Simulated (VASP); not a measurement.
# BaAl2Os (R-3m) in VASP: further runs

BaAl2Os is run at these levels: PBE; tasks: single point, relaxation of cell and atoms.

Everything below comes from runs of VASP 6.6.1. Logs are shortened: lines on timing, memory, paths and dates and some standing lists are left out, and cuts for length are marked.

### Step 1. The cell of the first run

Symmetry: R-3m, No. 166, trigonal system. Conventional cell: a = 3.736 Å, b = 3.736 Å, c = 19.722 Å, α = 90.00°, β = 90.00°, γ = 120.00°. Ba (site symmetry -3m) has 6 Al at 3.08 Å and 6 Ba at 3.74 Å and 6 Os at 3.93 Å within 4.1 Å. Within 3.2 Å of Al (site symmetry 3m) lie 3 Os at 2.42 Å and 3 Al at 3.07 Å and 3 Ba at 3.08 Å. Os (site symmetry -3m) has 6 Al at 2.42 Å within 3.2 Å.

### Step 2. Single point, PBE

File INCAR:

```
SYSTEM = BaAl2Os
ALGO = Normal ; EDIFF = 1E-6
ENCUT = 520 ; GGA = PE
ISIF = 2 ; ISMEAR = 0
LASPH = .TRUE. ; LCHARG = .FALSE.
LREAL = .FALSE. ; LWAVE = .FALSE.
NBANDS = 20 ; NELM = 80
PREC = Accurate ; SIGMA = 0.1
```

File KPOINTS:

```
k-points
0
G
  6 6 6
  0 0 0
```

File POSCAR:

```
BaAl2Os
1.0
    1.8681980580      1.0786046517      6.5740472107
   -1.8681980580      1.0786046517      6.5740472107
    0.0000000000     -2.1572093035      6.5740472107
Ba Al Os
1 2 1
Direct
    0.0000000000      0.0000000000      0.0000000000
    0.2220000000      0.2220000000      0.2220000000
    0.7780000000      0.7780000000      0.7780000000
    0.5000000000      0.5000000000      0.5000000000
```

Potentials or basis: VASP PAW PBE potentials, release 64 (Ba_sv, Al, Os).

Launch:

```bash
> cat potpaw_PBE.64/Ba_sv/POTCAR potpaw_PBE.64/Al/POTCAR potpaw_PBE.64/Os/POTCAR > POTCAR
> mpirun -np 1 vasp_std > vasp.out
```

OUTCAR:

```text
SYSTEM = BaAl2Os
   EDIFF = 1E-6
   ENCUT = 520
   GGA = PE
   ISIF = 2
   ISMEAR = 0
   LASPH = .TRUE.
   LREAL = .FALSE.
   NELM = 80
   PREC = Accurate

 ion  position               nearest neighbor table
   1  0.000  0.000  0.000-   3 3.08   3 3.08   2 3.08   2 3.08   3 3.08   2 3.08   4 3.93   4 3.93
                             4 3.93   4 3.93   4 3.93   4 3.93
   2  0.222  0.222  0.222-   4 2.42   4 2.42   4 2.42   3 3.07   3 3.07   3 3.07   1 3.08   1 3.08
                             1 3.08
   3  0.778  0.778  0.778-   4 2.42   4 2.42   4 2.42   2 3.07   2 3.07   2 3.07   1 3.08   1 3.08
                             1 3.08
   4  0.500  0.500  0.500-   2 2.42   2 2.42   3 2.42   3 2.42   2 2.42   3 2.42   1 3.93   1 3.93
                             1 3.93   1 3.93   1 3.93   1 3.93

  LATTYP: Found a trigonal (rhomboedric) cell.
 ALAT       =     6.9189340730
 COS(alpha) =     0.8541865978

  Lattice vectors:

 A1 = (   1.8681980580,   1.0786046517,   6.5740472107)
 A2 = (  -1.8681980580,   1.0786046517,   6.5740472107)
 A3 = (   0.0000000000,  -2.1572093035,   6.5740472107)

Analysis of symmetry for initial positions (statically):
=====================================================================
 Subroutine PRICEL returns:
 Original cell was already a primitive cell.

 Routine SETGRP: Setting up the symmetry group for a
 trigonal (rhombohedral) supercell.

 Subroutine GETGRP returns: Found 12 space group operations
 (whereof 12 operations were pure point group operations)
 out of a pool of 12 trial point group operations.

The static configuration has the point symmetry D_3d.

Analysis of symmetry for dynamics (positions and initial velocities):
=====================================================================
 Subroutine PRICEL returns:
 Original cell was already a primitive cell.

 Routine SETGRP: Setting up the symmetry group for a
 trigonal (rhombohedral) supercell.

 Subroutine GETGRP returns: Found 12 space group operations
 (whereof 12 operations were pure point group operations)
 out of a pool of 12 trial point group operations.

The dynamic configuration has the point symmetry D_3d.

 Subroutine INISYM returns: Found 12 space group operations
 (whereof 12 operations are pure point group operations),
 and found     1 'primitive' translations

----------------------------------------------------------------------------------------

                                     Primitive cell

  volume of cell :      79.4821

  direct lattice vectors                    reciprocal lattice vectors
     1.868198058  1.078604652  6.574047211     0.267637576  0.154520627  0.050704433
    -1.868198058  1.078604652  6.574047211    -0.267637576  0.154520627  0.050704433
     0.000000000 -2.157209304  6.574047211     0.000000000 -0.309041253  0.050704433

  length of vectors
     6.918934073  6.918934073  6.918934073     0.313173172  0.313173172  0.313173172

  position of ions in fractional coordinates (direct lattice)
     0.000000000  0.000000000  0.000000000
     0.222000000  0.222000000  0.222000000
     0.778000000  0.778000000  0.778000000
     0.500000000  0.500000000  0.500000000

  ion indices of the primitive-cell ions
   primitive index   ion index
                 1           1
                 2           2
                 3           3
                 4           4

----------------------------------------------------------------------------------------

 KPOINTS: k-points

Automatic generation of k-mesh.
 Grid dimensions read from file:
 generate k-points for:    6    6    6

 Generating k-lattice:

  Cartesian coordinates                     Fractional coordinates (reciprocal lattice)
     0.044606263  0.025753438  0.008450739     0.166666667  0.000000000  0.000000000
    -0.044606263  0.025753438  0.008450739     0.000000000  0.166666667  0.000000000
     0.000000000 -0.051506876  0.008450739    -0.000000000 -0.000000000  0.166666667

  Length of vectors
     0.052195529  0.052195529  0.052195529

[... 49 lines left out ...]
  ext. energy  EPLUGINS =         0.00000000
  ---------------------------------------------------
  free energy    TOTEN  =       -19.27726362 eV

  energy without entropy =      -19.25806339  energy(sigma->0) =      -19.26766350

 E-fermi :   5.9619     XC(G=0): -10.6724

 val. band max:        5.9605329791   @ k =   0.3333   0.1667   0.0000
 cond. band min:       5.9800049938   @ k =   0.5000   0.1667   0.0000
 fundamental gap:      0.0194720147
 Fermi energy:         5.9618585246

 k-point     1 :       0.0000    0.0000    0.0000
  band No.  band energies     occupation
      1     -21.6361      2.00000
      2      -7.3552      2.00000
      3      -6.1336      2.00000
      4      -6.1336      2.00000
      5      -2.8590      2.00000
      6       2.5950      2.00000
[... 12 lines left out ...]
     19      11.1876      0.00000
     20      11.1876      0.00000

 k-point     2 :       0.1667    0.0000    0.0000
  band No.  band energies     occupation
      1     -21.5755      2.00000
      2      -7.2465      2.00000
      3      -6.6700      2.00000
      4      -6.2422      2.00000
      5      -2.3303      2.00000
      6       2.1751      2.00000
[... 12 lines left out ...]
     19      11.9800      0.00000
     20      12.4608      0.00000

 k-point     3 :       0.3333    0.0000    0.0000
  band No.  band energies     occupation
      1     -21.4502      2.00000
      2      -7.5661      2.00000
      3      -7.0091      2.00000
      4      -6.4473      2.00000
      5      -0.9804      2.00000
      6       1.4349      2.00000
[... 12 lines left out ...]
     19      11.9760      0.00000
     20      12.0219      0.00000

 k-point     4 :       0.5000    0.0000    0.0000
  band No.  band energies     occupation
      1     -21.3853      2.00000
      2      -7.9584      2.00000
      3      -6.8797      2.00000
      4      -6.5446      2.00000
      5       0.2713      2.00000
      6       0.9200      2.00000
[... 429 lines left out ...]
 k-point    23 :       0.5000    0.5000    0.1667
  band No.  band energies     occupation
      1     -21.4501      2.00000
      2      -7.5576      2.00000
      3      -7.0277      2.00000
      4      -6.4464      2.00000
      5      -0.8222      2.00000
      6       1.3055      2.00000
[... 12 lines left out ...]
     19      11.9696      0.00000
     20      11.9980      0.00000

 k-point    24 :      -0.3333    0.5000    0.1667
  band No.  band energies     occupation
      1     -21.3857      2.00000
      2      -7.7440      2.00000
      3      -6.8854      2.00000
      4      -6.8289      2.00000
      5       0.0417      2.00000
      6       1.4102      2.00000
[... 12 lines left out ...]
     19      11.9316      0.00000
     20      13.6822      0.00000

 [... further k-points ...]

------------------------ aborting loop because EDIFF is reached ----------------------------------------

  FORCE on cell =-STRESS in cart. coord.  units (eV):
  Direction    XX          YY          ZZ          XY          YZ          ZX
  --------------------------------------------------------------------------------------
  -------------------------------------------------------------------------------------
  Total       10.2710494     10.2710494      6.7752139      0.0000000     -0.0000000      0.0000000
  in kB      207.0408907    207.0408908    136.5728331      0.0000000     -0.0000000      0.0000000
  external PRESSURE =     183.5515382 kB  Pullay stress =       0.0000000 kB

 VOLUME and BASIS-vectors are now :
 -----------------------------------------------------------------------------
  energy-cutoff  :      520.00
  volume of cell :       79.48
      direct lattice vectors                 reciprocal lattice vectors
     1.868198058  1.078604652  6.574047211     0.267637576  0.154520627  0.050704433
    -1.868198058  1.078604652  6.574047211    -0.267637576  0.154520627  0.050704433
     0.000000000 -2.157209304  6.574047211     0.000000000 -0.309041253  0.050704433

 POSITION                                       TOTAL-FORCE (eV/Angst)
 -----------------------------------------------------------------------------------
      0.00000      0.00000      0.00000         0.000000      0.000000      0.000000
      0.00000     -0.00000      4.37832         0.000000      0.000000     -1.169518
      0.00000     -0.00000     15.34383         0.000000     -0.000000      1.169518
      0.00000     -0.00000      9.86107        -0.000000      0.000000      0.000000
 -----------------------------------------------------------------------------------
    total drift:                                0.000000     -0.000000     -0.000000

  FREE ENERGIE OF THE ION-ELECTRON SYSTEM (eV)
  ---------------------------------------------------
  free  energy   TOTEN  =       -19.2772636167 eV

  energy  without entropy=      -19.2580633859  energy(sigma->0) =      -19.26766350
```

Run time: 1.7 min. Hardware: 1 thread of AMD EPYC 9R45 (Zen 5), shared host; peak memory 0.37 GiB.

Results:

| Quantity | Value |
| --- | --- |
| Free energy | -19.2773 eV |
| Pressure | 18.4 GPa |
| Largest force | 1.170 eV/Å |
| Band gap on the k mesh | zero (bands 12 and 13 overlap by 0.75 eV) |

Forces in eV/Å, atoms in the order of the input:
```
Ba   0.000  0.000  0.000
Al   0.000  0.000 -1.170
Al   0.000  0.000  1.170
Os   0.000  0.000  0.000
```

Stress tensor (GPa, compression positive):
```
20.70  0.00  0.00
 0.00 20.70  0.00
 0.00  0.00 13.66
```

Levels at points of the mesh, in eV from the Fermi level:
```
           k point  band 9  band 10  band 11  band 12  band 13  band 14  band 15  band 16
(0.00, 0.00, 0.00)   -2.86    -1.15    -1.15    -0.20     2.50     2.50     3.80     4.89
(0.50, 0.00, 0.00)   -1.96    -1.94    -1.00    -0.28    -0.24     0.94     2.28     2.87
(0.50, 0.50, 0.00)   -2.12    -1.00    -0.34    -0.27    -0.12     1.94     2.26     2.81
(0.50, 0.50, 0.50)   -2.09    -1.07    -1.07    -0.21     2.06     2.06     3.04     4.36
```

Caveat: the stress differs along the axes, from 14 to 21 GPa; spin-orbit coupling is left out, which moves the levels of the heavy elements; forces of over 1 eV/Å act on the atoms, so gaps and moduli don't describe the material at rest.

### Step 3. Single point, PBE

This run uses another cell than the first one, of 24.64 Å³/atom.

File INCAR:

```
SYSTEM = BaAl2Os
ALGO = Normal
EDIFF = 1E-6
ENCUT = 520
GGA = PE
ISIF = 2
ISMEAR = 0
LASPH = .TRUE.
LCHARG = .TRUE.
LELF = .TRUE.
LREAL = .FALSE.
LVHAR = .TRUE.
LWAVE = .FALSE.
NBANDS = 20
NELM = 80
PREC = Accurate
SIGMA = 0.1
```

KPOINTS is that of step 2.

File POSCAR:

```
BaAl2Os
1.0
    2.1713043014      1.2536031229      6.0353122091
   -2.1713043014      1.2536031229      6.0353122091
    0.0000000000     -2.5072062458      6.0353122090
Ba Al Os
1 2 1
Direct
    0.0000000000      0.0000000000      0.0000000000
    0.1939930362      0.1939930362      0.1939930362
    0.8060069638      0.8060069638      0.8060069638
    0.5000000000      0.5000000000      0.5000000000
```

Potentials or basis: VASP PAW PBE potentials, release 64 (Ba_sv, Al, Os).

Launch:

```bash
> cat potpaw_PBE.64/Ba_sv/POTCAR potpaw_PBE.64/Al/POTCAR potpaw_PBE.64/Os/POTCAR > POTCAR
> mpirun -np 1 vasp_std > vasp.out
```

Run time: 85 s. Hardware: 1 thread of AMD EPYC 9R45 (Zen 5), shared host; peak memory 0.36 GiB.

Results (log left out):

| Property | Result |
| --- | --- |
| Free energy | -21.4199 eV |
| Pressure | 0.3 GPa |
| Largest force | 0.004 eV/Å |
| Band gap on the k mesh | zero (bands 12 and 13 overlap by 1.68 eV) |

Forces in eV/Å, atoms in the order of the input:
```
Ba   0.000  0.000  0.000
Al   0.000  0.000 -0.004
Al   0.000  0.000  0.004
Os   0.000  0.000  0.000
```

Stress tensor (GPa, compression positive):
```
0.20 0.00 0.00
0.00 0.20 0.00
0.00 0.00 0.35
```

Levels at points of the mesh, in eV from the Fermi level:
```tsv
k point	band 10	band 11	band 12	band 13	band 14	band 15
(0.00, 0.00, 0.00)	-1.08	-1.08	0.84	2.63	2.63	2.84
(0.50, 0.00, 0.00)	-1.08	-1.02	-1.02	-0.84	-0.12	2.16
(0.50, 0.50, 0.00)	-1.23	-1.22	-0.68	0.13	0.48	2.90
(0.50, 0.50, 0.50)	-0.91	-0.91	0.47	1.59	1.59	3.03
```

Caveat: spin-orbit coupling is left out, which moves the levels of the heavy elements.

### Step 4. Relaxation of cell and atoms, PBE

File INCAR:

```
SYSTEM = BaAl2Os
  PREC = Accurate
  ENCUT = 600
  EDIFF = 1E-6
  ISMEAR = 0
  SIGMA = 0.1
  LREAL = .False.
  LASPH = .True.
  NELM = 60
  ALGO = Normal
  ISIF = 3
  LWAVE = .False.
  LCHARG = .False.
  GGA = PE
  IBRION = 2
  NSW = 90
  EDIFFG = -0.04
```

File KPOINTS:

```
regular mesh
0
Gamma
  6 6 6
  0 0 0
```

File POSCAR:

```
BaAl2Os
1.0
    1.8681980580      1.0786046517      6.5740472107
   -1.8681980580      1.0786046517      6.5740472107
    0.0000000000     -2.1572093035      6.5740472107
Ba Al Os
1 2 1
Direct
    0.0000000000      0.0000000000      0.0000000000
    0.2220000000      0.2220000000      0.2220000000
    0.7780000000      0.7780000000      0.7780000000
    0.5000000000      0.5000000000      0.5000000000
```

Launch:

```bash
> cat potpaw_PBE.64/Ba_sv/POTCAR potpaw_PBE.64/Al/POTCAR potpaw_PBE.64/Os/POTCAR > POTCAR
> mpirun -np 1 vasp_std > vasp.out
```

Wall time 14 min (1 thread of AMD EPYC 9R45 (Zen 5), shared host); peak memory 0.48 GiB.

The run converged. Its results:

```
Free energy                           : -21.4177 eV
Relaxed volume                        : 24.80 Å³/atom
Relaxed cell                          : a = 6.555 Å, b = 6.555 Å, c = 6.555 Å, α = 38.75°, β = 38.75°, γ = 38.75°
Space group after relaxing (to 0.1 Å) : R-3m (No. 166)
Energy gained by relaxing             : 535.1 meV/atom
Ionic steps                           : 13
Pressure after relaxing               : 0.0 GPa
Largest force after relaxing          : 0.039 eV/Å
Band gap on the k mesh                : zero (bands 12 and 13 overlap by 1.67 eV)
```

Forces in eV/Å, atoms in the order of the input:
```
Ba   0.000  0.000  0.000
Al   0.000  0.000  0.039
Al   0.000  0.000 -0.039
Os   0.000  0.000  0.000
```

Step by step:
```
step  energy change (eV)  largest force (eV/Å)  pressure (GPa)  volume (Å³)
   1              0.0000                1.1694           18.37        79.48
   2             -0.7728                1.9425           -6.63       108.62
   3             -0.9684                1.8196           -1.31        97.88
   4             -1.2836                1.3959           -1.15        98.73
   5             -1.8992                0.5682           -0.83       100.97
   6             -1.5668                1.1735           -2.69       103.96
   7             -2.0825                0.2995           -1.69       102.08
   8             -2.1061                0.1507           -2.11       102.79
   9             -2.1170                0.0256           -1.94       102.52
  10             -2.0484                0.3222            5.26        93.72
  11             -2.1358                0.0743            0.06        99.64
  12             -2.1392                0.0220           -0.09        98.97
  13             -2.1402                0.0390           -0.05        99.19
```

Final structure:
```cif
data_structure
_symmetry_space_group_name_H-M 'P 1'
_symmetry_Int_Tables_number 1
_cell_length_a 6.5554
_cell_length_b 6.5554
_cell_length_c 6.5554
_cell_angle_alpha 38.745
_cell_angle_beta 38.745
_cell_angle_gamma 38.745
_cell_volume 99.19
loop_
_atom_site_label
_atom_site_type_symbol
_atom_site_fract_x
_atom_site_fract_y
_atom_site_fract_z
_atom_site_occupancy
Ba1 Ba 0.00000 0.00000 0.00000 1
Al1 Al 0.19336 0.19336 0.19336 1
Al2 Al 0.80664 0.80664 0.80664 1
Os1 Os 0.50000 0.50000 0.50000 1
```

Levels at points of the mesh, in eV from the Fermi level:
```csv
k point,band 10,band 11,band 12,band 13,band 14,band 15
"(0.00, 0.00, 0.00)",-1.07,-1.07,0.83,2.62,2.62,2.82
"(0.50, 0.00, 0.00)",-1.09,-1.02,-1.00,-0.84,-0.11,2.16
"(0.50, 0.50, 0.00)",-1.23,-1.22,-0.70,0.13,0.49,2.87
"(0.50, 0.50, 0.50)",-0.91,-0.91,0.45,1.59,1.59,3.02
```

Caveat: the volume moved by over 15 % at a fixed basis, so the end points are rough; spin-orbit coupling is left out, which moves the levels of the heavy elements.

### Step 5. Single point, PBE

This run uses another cell than the first one, of 24.64 Å³/atom.

File INCAR:

```
SYSTEM = BaAl2Os
PREC = Accurate
ENCUT = 520
EDIFF = 1E-6
ISMEAR = 0
SIGMA = 0.1
LREAL = .False.
LASPH = .True.
NELM = 60
ALGO = Fast
ISIF = 2
LWAVE = .False.
LCHARG = .False.
GGA = PE
NBANDS = 20
```

File KPOINTS:

```
Automatic mesh
0
Gamma
  12 12 12
  0 0 0
```

File POSCAR:

```
BaAl2Os
1.0
    2.1808853163      1.2591347244      5.9828594337
   -2.1808853163      1.2591347244      5.9828594337
    0.0000000000     -2.5182694489      5.9828594337
Ba Al Os
1 2 1
Direct
    0.0000000000      0.0000000000      0.0000000000
    0.1930049496      0.1930049496      0.1930049496
    0.8069950504      0.8069950504      0.8069950504
    0.5000000000      0.5000000000      0.5000000000
```

Launch:

```bash
> cat potpaw_PBE.64/Ba_sv/POTCAR potpaw_PBE.64/Al/POTCAR potpaw_PBE.64/Os/POTCAR > POTCAR
> mpirun -np 1 vasp_std > vasp.out
```

It took 8.3 min on 1 thread of AMD EPYC 9R45 (Zen 5), shared host; peak memory 0.61 GiB.

Results (log left out):

```
Free energy            : -21.3988 eV
Pressure               : 0.2 GPa
Band gap on the k mesh : zero (bands 12 and 13 overlap by 1.76 eV)
```

Stress tensor (GPa, compression positive):
```
0.14 0.00 0.00
0.00 0.14 0.00
0.00 0.00 0.44
```

Levels at points of the mesh, in eV from the Fermi level:
| k point | band 9 | band 10 | band 11 | band 12 | band 13 | band 14 | band 15 | band 16 |
| --- | --- | --- | --- | --- | --- | --- | --- | --- |
| (0.00, 0.00, 0.00) | -1.70 | -1.00 | -1.00 | 0.95 | 2.72 | 2.72 | 2.87 | 2.87 |
| (0.50, 0.00, 0.00) | -1.64 | -1.05 | -0.94 | -0.90 | -0.76 | -0.03 | 2.26 | 4.57 |
| (0.50, 0.50, 0.00) | -1.68 | -1.17 | -1.13 | -0.63 | 0.24 | 0.61 | 2.96 | 3.78 |
| (0.50, 0.50, 0.50) | -0.97 | -0.82 | -0.82 | 0.52 | 1.63 | 1.63 | 3.05 | 3.05 |

Caveat: spin-orbit coupling is left out, which moves the levels of the heavy elements.

### Step 6. Summary

| task | cell | k mesh | cutoff (eV) | gap on the mesh (eV) | pressure (GPa) | largest force (eV/Å) |
| --- | --- | --- | --- | --- | --- | --- |
| single point | a = 6.919 Å, angles 31.3°, 4 atoms, atomic positions A | 6 × 6 × 6 | 520 | none | 18.4 | 1.17 |
| single point | a = 6.535 Å, angles 38.8°, 4 atoms, atomic positions B | 6 × 6 × 6 | 520 | none | 0.3 | - |
| relaxation of cell and atoms | relaxed from a = 6.919 Å, angles 31.3°, 4 atoms, atomic positions A | 6 × 6 × 6 | 600 | none | 0.0 | 0.04 |
| single point | a = 6.491 Å, angles 39.3°, 4 atoms, atomic positions C | 12 × 12 × 12 | 520 | none | 0.2 | - |

Alike in all rows: level PBE; potentials or basis VASP PAW PBE potentials, release 64 (Ba_sv, Al, Os); no spin polarisation; smearing gaussian 0.1 eV.

Caveats: spin-orbit coupling is left out, which moves the levels of the heavy elements; the stress differs along the axes, from 14 to 21 GPa (at least some runs); forces of over 1 eV/Å act on the atoms, so gaps and moduli don't describe the material at rest (at least some runs); the volume moved by over 15 % at a fixed basis, so the end points are rough (at least some runs).

Total energies depend on the potentials used, so only differences within one code and one set of settings carry meaning.

The gap in the log of VASP goes by the Fermi energy; the results here count the filled bands.